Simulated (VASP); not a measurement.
# Sn3Se (R-3m) in VASP: further runs

Sn3Se is run at these levels: r2SCAN; tasks: single point.

Everything below comes from runs of VASP 6.6.1. Logs are shortened: lines on timing, memory, paths and dates and some standing lists are left out, and cuts for length are marked.

### 1 The cell of the first run

It takes space group R-3m (No. 166, trigonal). The conventional cell has a = 5.305 Å, b = 5.305 Å, c = 12.994 Å, α = 90.00°, β = 90.00°, γ = 120.00°. Within 3.5 Å of Sn (site symmetry 2/m) lie 4 Sn at 2.65 Å and 2 Se at 2.65 Å. Within 3.5 Å of Se (site symmetry -3m) lie 6 Sn at 2.65 Å.

### 2 Single point, r2SCAN

Input file POSCAR:

```
Sn3Se
1.0
    5.0014674549      1.2503668637      1.2503668637
    1.2503668637      5.0014674549      1.2503668637
    1.2503668637      1.2503668637      5.0014674549
Sn Se
3 1
Direct
    0.0000000000      0.5000000000      0.5000000000
    0.5000000000      0.0000000000      0.5000000000
    0.5000000000      0.5000000000      0.0000000000
    0.0000000000      0.0000000000      0.0000000000
```

Input file INCAR.step1:

```
SYSTEM = Sn3Se
PREC     = Accurate       ! precision mode
ENCUT    = 520            ! plane-wave cutoff, eV
ISMEAR   = 0              ! smearing method
SIGMA    = 0.15           ! smearing width, eV
LREAL    = .False.        ! projectors in reciprocal space
LASPH    = .True.         ! aspherical terms in the spheres
NELM     = 80             ! most SCF steps
NBANDS   = 32             ! bands
GGA      = PE             ! functional
ALGO     = Normal         ! electronic algorithm
EDIFF    = 1E-4           ! SCF threshold, eV
LWAVE    = .True.         ! write WAVECAR
LCHARG   = .False.        ! write CHGCAR
```

Input file INCAR.step2:

```
SYSTEM = Sn3Se
PREC     = Accurate       ! precision mode
ENCUT    = 520            ! plane-wave cutoff, eV
EDIFF    = 1E-7           ! SCF threshold, eV
ISMEAR   = 0              ! smearing method
SIGMA    = 0.15           ! smearing width, eV
LREAL    = .False.        ! projectors in reciprocal space
LASPH    = .True.         ! aspherical terms in the spheres
NELM     = 80             ! most SCF steps
ALGO     = Normal         ! electronic algorithm
ISIF     = 2              ! what is computed and relaxed
LWAVE    = .False.        ! write WAVECAR
LCHARG   = .False.        ! write CHGCAR
METAGGA  = R2SCAN         ! meta-GGA
LMIXTAU  = .True.       
NBANDS   = 32             ! bands
ISTART   = 1
```

Input file KPOINTS:

```
Automatic mesh
0
Gamma
  12 12 12
  0 0 0
```

Potentials or basis: VASP PAW PBE potentials, release 64 (Sn_d, Se).

Run with:

```bash
$ cat potpaw_PBE.64/Sn_d/POTCAR potpaw_PBE.64/Se/POTCAR > POTCAR
$ cp INCAR.step1 INCAR
$ mpirun -np 1 vasp_std > vasp.out
$ cp INCAR.step2 INCAR
$ mpirun -np 1 vasp_std > vasp.out
```

OUTCAR:

```text
SYSTEM = Sn3Se
   PREC = Accurate
   ENCUT = 520
   EDIFF = 1E-7
   ISMEAR = 0
   LREAL = .False.
   LASPH = .True.
   NELM = 80
   ISIF = 2
   METAGGA = R2SCAN
   ISTART = 1

 ion  position               nearest neighbor table
   1  0.000  0.500  0.500-   3 2.65   4 2.65   2 2.65   4 2.65   2 2.65   3 2.65
   2  0.500  0.000  0.500-   3 2.65   4 2.65   1 2.65   3 2.65   1 2.65   4 2.65
   3  0.500  0.500  0.000-   1 2.65   2 2.65   2 2.65   4 2.65   1 2.65   4 2.65
   4  0.000  0.000  0.000-   1 2.65   2 2.65   1 2.65   3 2.65   2 2.65   3 2.65

  LATTYP: Found a face centered cubic cell.
 ALAT       =     7.5022011823

  Lattice vectors:

 A1 = (   5.0014674549,   1.2503668637,   1.2503668637)
 A2 = (   1.2503668637,   5.0014674549,   1.2503668637)
 A3 = (   1.2503668637,   1.2503668637,   5.0014674549)

Analysis of symmetry for initial positions (statically):
=====================================================================
 Subroutine PRICEL returns:
 Original cell was already a primitive cell.

 Routine SETGRP: Setting up the symmetry group for a
 face centered cubic supercell.

 Subroutine GETGRP returns: Found 12 space group operations
 (whereof 12 operations were pure point group operations)
 out of a pool of 48 trial point group operations.

The static configuration has the point symmetry D_3d.

Analysis of symmetry for dynamics (positions and initial velocities):
=====================================================================
 Subroutine PRICEL returns:
 Original cell was already a primitive cell.

 Routine SETGRP: Setting up the symmetry group for a
 face centered cubic supercell.

 Subroutine GETGRP returns: Found 12 space group operations
 (whereof 12 operations were pure point group operations)
 out of a pool of 48 trial point group operations.

The dynamic configuration has the point symmetry D_3d.

 Subroutine INISYM returns: Found 12 space group operations
 (whereof 12 operations are pure point group operations),
 and found     1 'primitive' translations

----------------------------------------------------------------------------------------

                                     Primitive cell

  volume of cell :     105.5616

  direct lattice vectors                    reciprocal lattice vectors
     5.001467455  1.250366864  1.250366864     0.222157021 -0.044431404 -0.044431404
[... 89 lines left out ...]
   NELM   =     80;   NELMIN=  2; NELMDL=  0     # of ELM steps
   EDIFF  = 0.1E-06   stopping-criterion for ELM
   LREAL  =      F    real-space projection
   EDIFFG = 0.1E-05   stopping-criterion for IOM
   NSW    =      0    number of steps for IOM
   IBRION =     -1    ionic relax: 0-MD 1-quasi-New 2-CG
   NFREE  =      0    steps in history (QN), initial steepest desc. (CG)
   ISIF   =      2    stress and relaxation
   ISYM   =      2    0-nonsym 1-usesym 2-fastsym
   POTIM  = 0.5000    time-step for ionic-motion
   TEBEG  =    0.0;   TEEND  =   0.0 temperature during run
   PSTRESS=    0.0 pullay stress
   NELECT =      48.0000    total number of electrons
   NUPDOWN=      -1.0000    fix difference up-down
   EMIN   =  10.00;   EMAX   =-10.00  energy-range for DOS
   EFERMI =   0.00;   METHOD = LEGACY
   ISMEAR =     0;   SIGMA  =   0.15  broadening in eV -4-tet -1-fermi 0-gaus
   EFERMI_NEDOS =   21; number of points for ismear=-14 and -15
   IALGO  =     38    algorithm
   IMIX   =      4    mixing-type and parameters
     AMIX     =   0.40;   BMIX     =  1.00
     AMIX_MAG =   1.60;   BMIX_MAG =  1.00
  volume/ion in A,a.u.               =      26.39       178.09
  Fermi-wavevector in a.u.,A,eV,Ry     =   1.258886  2.378950 21.562444  1.584795
  Thomas-Fermi vector in A             =   2.392474
   LORBIT       =      0    0 simple, 1 ext, 2 COOP (PROOUT), +10 PAW based schemes
   METAGGA = R2SCAN    functional components
   LHFCALC =     F    Hartree Fock is set to
   AEXX    =    0.0000 exact exchange contribution
   IVDW    =     0    specifies the selected vdW correction
   LEPSILON=     F    determine dielectric tensor
   LRPA    =     F    only Hartree local field effects (RPA)
 non-spin polarized calculation
 Gauss-broadening in eV      SIGMA  =   0.15
  energy-cutoff  :      520.00
  volume of cell :      105.56
 maximum number of plane-waves:      2874
   NGX = 19   NGY = 19   NGZ = 19

 number of electron      48.0000020 magnetization

 Free energy of the ion-electron system (eV)
  ---------------------------------------------------
  ext. energy  EPLUGINS =         0.00000000
  ---------------------------------------------------
  free energy    TOTEN  =       -82.61369570 eV

  energy without entropy =      -82.58780604  energy(sigma->0) =      -82.60075087

 E-fermi :   7.2055     XC(G=0): -10.4312

 val. band max:        7.2004796485   @ k =   0.3333   0.0000   0.0000
 cond. band min:       7.2183948994   @ k =   0.0833   0.0833  -0.4167
 fundamental gap:      0.0179152509
 Fermi energy:         7.2055337300

 k-point     1 :       0.0000    0.0000    0.0000
  band No.  band energies     occupation
      1     -16.4550      2.00000
      2     -16.2527      2.00000
      3     -16.2527      2.00000
      4     -15.8638      2.00000
      5     -15.8319      2.00000
      6     -15.6175      2.00000
[... 829 lines left out ...]
     31      14.2824      0.00000
     32      14.5170      0.00000

 [... further k-points ...]

------------------------ aborting loop because EDIFF is reached ----------------------------------------

  FORCE on cell =-STRESS in cart. coord.  units (eV):
  Direction    XX          YY          ZZ          XY          YZ          ZX
  --------------------------------------------------------------------------------------
  -------------------------------------------------------------------------------------
  Total       21.8382248     21.8382248     21.8382248    -11.3665376    -11.3665376    -11.3665376
  in kB      331.4528727    331.4528727    331.4528727   -172.5172986   -172.5172986   -172.5172986
  external PRESSURE =     331.4528727 kB  Pullay stress =       0.0000000 kB

 VOLUME and BASIS-vectors are now :
 -----------------------------------------------------------------------------
  energy-cutoff  :      520.00
  volume of cell :      105.56
      direct lattice vectors                 reciprocal lattice vectors
     5.001467455  1.250366864  1.250366864     0.222157021 -0.044431404 -0.044431404
     1.250366864  5.001467455  1.250366864    -0.044431404  0.222157021 -0.044431404
     1.250366864  1.250366864  5.001467455    -0.044431404 -0.044431404  0.222157021

 POSITION                                       TOTAL-FORCE (eV/Angst)
 -----------------------------------------------------------------------------------
      1.25037      3.12592      3.12592        -0.000000     -0.000000      0.000000
      3.12592      1.25037      3.12592        -0.000000      0.000000     -0.000000
      3.12592      3.12592      1.25037         0.000000     -0.000000     -0.000000
      0.00000      0.00000      0.00000        -0.000000     -0.000000     -0.000000
 -----------------------------------------------------------------------------------
    total drift:                               -0.000000     -0.000000     -0.000000

  FREE ENERGIE OF THE ION-ELECTRON SYSTEM (eV)
  ---------------------------------------------------
  free  energy   TOTEN  =       -82.6136957012 eV

  energy  without entropy=      -82.5878060427  energy(sigma->0) =      -82.60075087
```

Run time: 41 min. Hardware: 1 thread of Oxide Virtual Turin-like, shared host; peak memory 0.61 GiB.

What came out:

```yaml
Free_energy: -82.6137 eV
Pressure: 33.1 GPa
Band_gap_on_the_k_mesh: zero (bands 24 and 25 overlap by 0.53 eV)
```

Caveat: the cell stands under pressure; semilocal functionals underestimate gaps, and a narrow one can read as zero; the PAW data sets were made with another functional, which shifts forces and pressure a little; spin-orbit coupling is left out, which moves the levels of the heavy elements.

### 3 Single point, r2SCAN

This run uses another cell than the first one, of the same volume but with other edges.

Input file POSCAR:

```
Sn3Se
1.0
    4.7906612468      0.5760032584      0.5760032584
    0.5760032584      4.7906612468      0.5760032584
    0.5760032584      0.5760032584      4.7906612468
Sn Se
3 1
Direct
    0.0000000000      0.5000000000      0.5000000000
    0.5000000000      0.0000000000      0.5000000000
    0.5000000000      0.5000000000      0.0000000000
    0.0000000000      0.0000000000      0.0000000000
```

Input file INCAR.step1:

```
SYSTEM = Sn3Se
PREC     = Accurate       ! precision mode
ENCUT    = 520            ! plane-wave cutoff, eV
ISMEAR   = 0              ! smearing method
SIGMA    = 0.15           ! smearing width, eV
LREAL    = .FALSE.        ! projectors in reciprocal space
LASPH    = .TRUE.         ! aspherical terms in the spheres
NELM     = 60             ! most SCF steps
NBANDS   = 32             ! bands
GGA      = PE             ! functional
ALGO     = Normal         ! electronic algorithm
EDIFF    = 1E-4           ! SCF threshold, eV
LWAVE    = .TRUE.         ! write WAVECAR
LCHARG   = .FALSE.        ! write CHGCAR
```

Input file INCAR.step2:

```
SYSTEM = Sn3Se
PREC     = Accurate       ! precision mode
ENCUT    = 520            ! plane-wave cutoff, eV
EDIFF    = 1E-6           ! SCF threshold, eV
ISMEAR   = 0              ! smearing method
SIGMA    = 0.15           ! smearing width, eV
LREAL    = .FALSE.        ! projectors in reciprocal space
LASPH    = .TRUE.         ! aspherical terms in the spheres
NELM     = 60             ! most SCF steps
ALGO     = Normal         ! electronic algorithm
ISIF     = 2              ! what is computed and relaxed
LWAVE    = .FALSE.        ! write WAVECAR
LCHARG   = .FALSE.        ! write CHGCAR
METAGGA  = R2SCAN         ! meta-GGA
LMIXTAU  = .TRUE.       
NBANDS   = 32             ! bands
ISTART   = 1
```

Input file KPOINTS:

```
Automatic mesh
0
G
  12 12 12
  0 0 0
```

Potentials or basis: VASP PAW PBE potentials, release 64 (Sn_d, Se).

Run with:

```bash
$ cat potpaw_PBE.64/Sn_d/POTCAR potpaw_PBE.64/Se/POTCAR > POTCAR
$ cp INCAR.step1 INCAR
$ mpirun -np 1 vasp_std > vasp.out
$ cp INCAR.step2 INCAR
$ mpirun -np 1 vasp_std > vasp.out
```

Run time: 34 min. Hardware: 1 thread of Oxide Virtual Turin-like, shared host; peak memory 0.57 GiB.

Results (log left out):

```yaml
Free_energy: -87.0410 eV
Pressure: 6.1 GPa
Band_gap_on_the_k_mesh: zero (bands 24 and 25 overlap by 1.17 eV)
```

Stress tensor (GPa, compression positive):
```
 6.12 -4.05 -4.05
-4.05  6.12 -4.05
-4.05 -4.05  6.12
```

Levels at points of the mesh, in eV from the Fermi level:
| k point | band 21 | band 22 | band 23 | band 24 | band 25 | band 26 | band 27 | band 28 |
| --- | --- | --- | --- | --- | --- | --- | --- | --- |
| (0.00, 0.00, 0.00) | -4.84 | -4.62 | -2.02 | 0.63 | 0.63 | 1.40 | 3.08 | 3.08 |
| (0.50, 0.00, 0.00) | -2.30 | -2.29 | -1.92 | -0.72 | -0.05 | 0.34 | 0.48 | 2.64 |
| (0.50, 0.50, 0.00) | -2.65 | -1.82 | -1.81 | -1.69 | 0.74 | 1.29 | 1.89 | 2.42 |
| (0.50, 0.50, 0.50) | -5.79 | -5.58 | -5.20 | 0.32 | 2.89 | 2.89 | 4.30 | 4.30 |

Caveat: the cell stands under pressure; the PAW data sets were made with another functional, which shifts forces and pressure a little; spin-orbit coupling is left out, which moves the levels of the heavy elements.
